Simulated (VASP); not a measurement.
# Rb2MgAgC6N6 (Fm-3m) in VASP: a series of runs

Runs on Rb2MgAgC6N6. Level: PBE. Tasks: single point.

Everything below comes from runs of VASP 6.6.1. Logs are shortened: lines on timing, memory, paths and dates and some standing lists are left out, and cuts for length are marked.

## (1) The cell of the first run

It takes space group Fm-3m (No. 225, cubic). The conventional cell has a = 10.534 Å, b = 10.534 Å, c = 10.534 Å, α = 90.00°, β = 90.00°, γ = 90.00°. Within 4.9 Å of Rb (site symmetry -43m) lie 12 N at 3.77 Å and 12 C at 3.77 Å and 4 Mg at 4.56 Å and 4 Ag at 4.56 Å. Mg (site symmetry m-3m) has 6 N at 2.07 Å within 2.7 Å. Ag (site symmetry m-3m) has 6 C at 2.02 Å within 2.7 Å. Within 1.6 Å of C (site symmetry 4mm) lie 1 N at 1.17 Å. N (site symmetry 4mm) has 1 C at 1.17 Å within 1.6 Å.

## (2) Single point, PBE

INCAR

```
ALGO     = Normal         # electronic algorithm
EDIFF    = 1E-6           # SCF threshold, eV
ENCUT    = 520            # plane-wave cutoff, eV
GGA      = PE             # functional
ISIF     = 2              # what is computed and relaxed
ISMEAR   = 0              # smearing method
LASPH    = T              # aspherical terms in the spheres
LCHARG   = F              # write CHGCAR
LREAL    = Auto         
LWAVE    = F              # write WAVECAR
NBANDS   = 56             # bands
NELM     = 60             # most SCF steps
PREC     = Accurate       # precision mode
SIGMA    = 0.1            # smearing width, eV
```

KPOINTS

```
k-points
0
Gamma
  4 4 4
```

POSCAR

```
Rb2MgAgC6N6
1.0
    0.0000000000      5.2670000000      5.2670000000
    5.2670000000      0.0000000000      5.2670000000
    5.2670000000      5.2670000000      0.0000000000
Rb Mg Ag C N
2 1 1 6 6
Direct
    0.2500000000      0.2500000000      0.2500000000
    0.7500000000      0.7500000000      0.7500000000
    0.5000000000      0.5000000000      0.5000000000
    0.0000000000      0.0000000000      0.0000000000
    0.8080501200      0.1919498800      0.1919498800
    0.1919498800      0.8080501200      0.1919498800
    0.1919498800      0.1919498800      0.8080501200
    0.1919498800      0.8080501200      0.8080501200
    0.8080501200      0.1919498800      0.8080501200
    0.8080501200      0.8080501200      0.1919498800
    0.6969812000      0.3030188000      0.3030188000
    0.3030188000      0.6969812000      0.3030188000
    0.3030188000      0.3030188000      0.6969812000
    0.3030188000      0.6969812000      0.6969812000
    0.6969812000      0.3030188000      0.6969812000
    0.6969812000      0.6969812000      0.3030188000
```

Potentials or basis: VASP PAW PBE potentials, release 64 (Rb_sv, Mg, Ag, C, N).

Run with:

```console
$ cat potpaw_PBE.64/Rb_sv/POTCAR potpaw_PBE.64/Mg/POTCAR potpaw_PBE.64/Ag/POTCAR potpaw_PBE.64/C/POTCAR potpaw_PBE.64/N/POTCAR > POTCAR
$ mpirun -np 1 vasp_std > vasp.out
```

OUTCAR:

```text
EDIFF = 1E-6
   ENCUT = 520
   GGA = PE
   ISIF = 2
   ISMEAR = 0
   LASPH = T
   LREAL = Auto
   NELM = 60
   PREC = Accurate

 ion  position               nearest neighbor table
   1  0.250  0.250  0.250-  11 3.77  12 3.77  13 3.77  13 3.77  14 3.77  15 3.77  12 3.77  14 3.77
                            16 3.77  11 3.77  15 3.77  16 3.77   5 3.77   9 3.77  10 3.77   6 3.77
   2  0.750  0.750  0.750-  12 3.77  13 3.77  14 3.77  11 3.77  13 3.77  15 3.77  11 3.77  12 3.77
                            16 3.77  14 3.77  15 3.77  16 3.77   8 3.77   9 3.77  10 3.77   5 3.77
   3  0.500  0.500  0.500-  11 2.07  12 2.07  13 2.07  14 2.07  15 2.07  16 2.07   1 4.56   2 4.56
                             1 4.56   1 4.56   1 4.56   2 4.56   2 4.56   2 4.56
   4  0.000  0.000  0.000-   5 2.02   6 2.02   7 2.02   8 2.02   9 2.02  10 2.02   1 4.56   2 4.56
                             2 4.56   2 4.56   2 4.56   1 4.56   1 4.56   1 4.56
   5  0.808  0.192  0.192-  11 1.17   4 2.02   1 3.77   2 3.77   2 3.77   1 3.77
   6  0.192  0.808  0.192-  12 1.17   4 2.02   1 3.77   2 3.77   2 3.77   1 3.77
   7  0.192  0.192  0.808-  13 1.17   4 2.02   1 3.77   2 3.77   2 3.77   1 3.77
   8  0.192  0.808  0.808-  14 1.17   4 2.02   2 3.77   2 3.77   1 3.77   1 3.77
   9  0.808  0.192  0.808-  15 1.17   4 2.02   2 3.77   2 3.77   1 3.77   1 3.77
  10  0.808  0.808  0.192-  16 1.17   4 2.02   2 3.77   2 3.77   1 3.77   1 3.77
  11  0.697  0.303  0.303-   5 1.17   3 2.07   1 3.77   1 3.77   2 3.77   2 3.77
  12  0.303  0.697  0.303-   6 1.17   3 2.07   1 3.77   1 3.77   2 3.77   2 3.77
  13  0.303  0.303  0.697-   7 1.17   3 2.07   1 3.77   1 3.77   2 3.77   2 3.77
  14  0.303  0.697  0.697-   8 1.17   3 2.07   2 3.77   1 3.77   1 3.77   2 3.77
  15  0.697  0.303  0.697-   9 1.17   3 2.07   2 3.77   1 3.77   1 3.77   2 3.77
  16  0.697  0.697  0.303-  10 1.17   3 2.07   2 3.77   1 3.77   1 3.77   2 3.77

  LATTYP: Found a face centered cubic cell.
 ALAT       =    10.5340000000

  Lattice vectors:

 A1 = (   0.0000000000,   5.2670000000,   5.2670000000)
 A2 = (   5.2670000000,   0.0000000000,   5.2670000000)
 A3 = (   5.2670000000,   5.2670000000,   0.0000000000)

Analysis of symmetry for initial positions (statically):
=====================================================================
 Subroutine PRICEL returns:
 Original cell was already a primitive cell.

 Routine SETGRP: Setting up the symmetry group for a
 face centered cubic supercell.

 Subroutine GETGRP returns: Found 48 space group operations
 (whereof 48 operations were pure point group operations)
 out of a pool of 48 trial point group operations.

The static configuration has the point symmetry O_h .

Analysis of symmetry for dynamics (positions and initial velocities):
=====================================================================
 Subroutine PRICEL returns:
[... 133 lines left out ...]
   EMIN   =  10.00;   EMAX   =-10.00  energy-range for DOS
   EFERMI =   0.00;   METHOD = LEGACY
   ISMEAR =     0;   SIGMA  =   0.10  broadening in eV -4-tet -1-fermi 0-gaus
   EFERMI_NEDOS =   21; number of points for ismear=-14 and -15
   IALGO  =     38    algorithm
   IMIX   =      4    mixing-type and parameters
     AMIX     =   0.40;   BMIX     =  1.00
     AMIX_MAG =   1.60;   BMIX_MAG =  1.00
  volume/ion in A,a.u.               =      18.26       123.25
  Fermi-wavevector in a.u.,A,eV,Ry     =   1.084695  2.049777 16.008128  1.176564
  Thomas-Fermi vector in A             =   2.220792
   LORBIT       =      0    0 simple, 1 ext, 2 COOP (PROOUT), +10 PAW based schemes
   GGA     = PE    functional components
   LHFCALC =     F    Hartree Fock is set to
   AEXX    =    0.0000 exact exchange contribution
   IVDW    =     0    specifies the selected vdW correction
   LEPSILON=     F    determine dielectric tensor
   LRPA    =     F    only Hartree local field effects (RPA)
 non-spin polarized calculation
 Gauss-broadening in eV      SIGMA  =   0.10
  energy-cutoff  :      520.00
  volume of cell :      292.23
 maximum number of plane-waves:      7896
   NGX = 27   NGY = 27   NGZ = 27

 number of electron      85.0000002 magnetization

 Free energy of the ion-electron system (eV)
  ---------------------------------------------------
  ext. energy  EPLUGINS =         0.00000000
  ---------------------------------------------------
  free energy    TOTEN  =      -106.70204424 eV

  energy without entropy =     -106.62875108  energy(sigma->0) =     -106.66539766

 E-fermi :   2.7849     XC(G=0):  -8.0329

 val. band max:        2.7807879870   @ k =   0.5000   0.2500   0.0000
 cond. band min:       2.7948782504   @ k =   0.2500   0.2500   0.0000
 fundamental gap:      0.0140902634
 Fermi energy:         2.7848874727

 k-point     1 :       0.0000    0.0000    0.0000
  band No.  band energies     occupation
      1     -26.1470      2.00000
      2     -26.1448      2.00000
      3     -16.9797      2.00000
      4     -16.7593      2.00000
      5     -16.7592      2.00000
      6     -16.7592      2.00000
[... 445 lines left out ...]
     53       5.8276      0.00000
     54       5.8277      0.00000
 [bands above 54 left out]

------------------------ aborting loop because EDIFF is reached ----------------------------------------

  FORCE on cell =-STRESS in cart. coord.  units (eV):
  Direction    XX          YY          ZZ          XY          YZ          ZX
  --------------------------------------------------------------------------------------
  -------------------------------------------------------------------------------------
  Total       21.1865045     21.1865045     21.1865045     -0.0000000      0.0000000      0.0000000
  in kB      116.1582179    116.1582179    116.1582179     -0.0000000      0.0000000      0.0000000
  external PRESSURE =     116.1582179 kB  Pullay stress =       0.0000000 kB

 VOLUME and BASIS-vectors are now :
 -----------------------------------------------------------------------------
  energy-cutoff  :      520.00
  volume of cell :      292.23
      direct lattice vectors                 reciprocal lattice vectors
     0.000000000  5.267000000  5.267000000    -0.094930701  0.094930701  0.094930701
     5.267000000  0.000000000  5.267000000     0.094930701 -0.094930701  0.094930701
     5.267000000  5.267000000  0.000000000     0.094930701  0.094930701 -0.094930701

 POSITION                                       TOTAL-FORCE (eV/Angst)
 -----------------------------------------------------------------------------------
      2.63350      2.63350      2.63350        -0.000000      0.000000      0.000000
      7.90050      7.90050      7.90050        -0.000000     -0.000000      0.000000
      5.26700      5.26700      5.26700        -0.000000      0.000000      0.000000
      0.00000      0.00000      0.00000        -0.000000     -0.000000      0.000000
      2.02200      5.26700      5.26700         3.159703      0.000000      0.000000
      5.26700      2.02200      5.26700        -0.000000      3.159703      0.000000
[... 8 lines left out ...]
      5.26700      7.34200      5.26700        -0.000000     -0.166044      0.000000
      5.26700      5.26700      7.34200        -0.000000      0.000000     -0.166044
 -----------------------------------------------------------------------------------
    total drift:                                0.000000      0.000000      0.000000

  FREE ENERGIE OF THE ION-ELECTRON SYSTEM (eV)
  ---------------------------------------------------
  free  energy   TOTEN  =      -106.7020442369 eV

  energy  without entropy=     -106.6287510758  energy(sigma->0) =     -106.66539766
```

It took 7.6 min on 1 thread of Intel Xeon 8259CL, shared host; peak memory 0.48 GiB.

What came out:

```
Free energy            : -106.7020 eV
Pressure               : 11.6 GPa
Largest force          : 3.160 eV/Å
Band gap on the k mesh : zero (an odd number of electrons rules out a gap without spin polarisation)
```

Forces in eV/Å, atoms in the order of the input:
```
Rb   0.000  0.000  0.000
Rb   0.000  0.000  0.000
Mg   0.000  0.000  0.000
Ag   0.000  0.000  0.000
C    3.160  0.000  0.000
C    0.000  3.160  0.000
C    0.000  0.000  3.160
C   -3.160  0.000  0.000
C    0.000 -3.160  0.000
C    0.000  0.000 -3.160
N    0.166  0.000  0.000
N    0.000  0.166  0.000
N    0.000  0.000  0.166
N   -0.166  0.000  0.000
N    0.000 -0.166  0.000
N    0.000  0.000 -0.166
```

Caveat: the cell stands under pressure; forces of over 1 eV/Å act on the atoms, so gaps and moduli don't describe the material at rest.

## (3) Single point, PBE, collinear spin

INCAR

```
PREC = Accurate
ENCUT = 520
EDIFF = 1E-6
ISMEAR = 0
SIGMA = 0.1
LREAL = Auto
LASPH = T
NELM = 150
ALGO = Normal
ISIF = 2
LWAVE = F
LCHARG = F
ISPIN = 2
MAGMOM = 0 0 0 1 0 0 0 0 0 0 0 0 0 0 0 0
LORBIT = 11
LMAXMIX = 4
GGA = PE
NBANDS = 60
```

KPOINTS

```
regular mesh
0
Gamma
  4 4 4
```

POSCAR is that of step 2.

Potentials or basis: VASP PAW PBE potentials, release 64 (Rb_sv, Mg, Ag, C, N).

Run with:

```console
$ cat potpaw_PBE.64/Rb_sv/POTCAR potpaw_PBE.64/Mg/POTCAR potpaw_PBE.64/Ag/POTCAR potpaw_PBE.64/C/POTCAR potpaw_PBE.64/N/POTCAR > POTCAR
$ mpirun -np 1 vasp_std > vasp.out
```

Run time: 16 min. Hardware: 1 thread of Intel Xeon 8259CL, shared host; peak memory 0.67 GiB.

It converged, with:

| Quantity | Value |
| --- | --- |
| Free energy | -106.7597 eV |
| Pressure | 11.6 GPa |
| Largest force | 3.176 eV/Å |
| Band gap on the k mesh | zero (filled and empty bands overlap) |
| Net moment | 1.00 μB per cell |
| Site moments | Rb +0.00; Mg +0.00; Ag +0.40; C +0.07; N +0.00 μB |
| Valence electrons inside the program's atomic spheres | Rb 7.29; Mg 0.41; Ag 10.59; C 2.61; N 3.91 |

Forces on the atoms (eV/Å):
```
Rb   0.000  0.000  0.000
Rb   0.000  0.000  0.000
Mg   0.000  0.000  0.000
Ag   0.000  0.000  0.000
C    3.176  0.000  0.000
C    0.000  3.176  0.000
C    0.000  0.000  3.176
C   -3.176  0.000  0.000
C    0.000 -3.176  0.000
C    0.000  0.000 -3.176
N    0.157  0.000  0.000
N    0.000  0.157  0.000
N    0.000  0.000  0.157
N   -0.157  0.000  0.000
N    0.000 -0.157  0.000
N    0.000  0.000 -0.157
```

Levels at points of the mesh, in eV from the Fermi level:
Spin up:
```csv
k point,band 41,band 42,band 43,band 44,band 45,band 46
"(0.00, 0.00, 0.00)",-5.20,-0.37,-0.37,1.11,1.19,1.19
"(0.50, 0.00, 0.00)",-4.95,-0.40,-0.40,1.47,1.68,1.72
"(0.50, 0.50, 0.00)",-4.88,-0.50,-0.28,1.25,1.85,2.25
```
Spin down:
| k point | band 39 | band 40 | band 41 | band 42 | band 43 | band 44 | band 45 | band 46 |
| --- | --- | --- | --- | --- | --- | --- | --- | --- |
| (0.00, 0.00, 0.00) | -5.16 | -5.16 | -5.16 | 0.01 | 0.01 | 1.12 | 1.29 | 1.29 |
| (0.50, 0.00, 0.00) | -5.23 | -4.86 | -4.86 | 0.00 | 0.00 | 1.57 | 1.77 | 1.82 |
| (0.50, 0.50, 0.00) | -4.98 | -4.98 | -4.78 | -0.11 | 0.12 | 1.34 | 1.94 | 2.35 |

Caveat: the cell stands under pressure; forces of over 1 eV/Å act on the atoms, so gaps and moduli don't describe the material at rest.
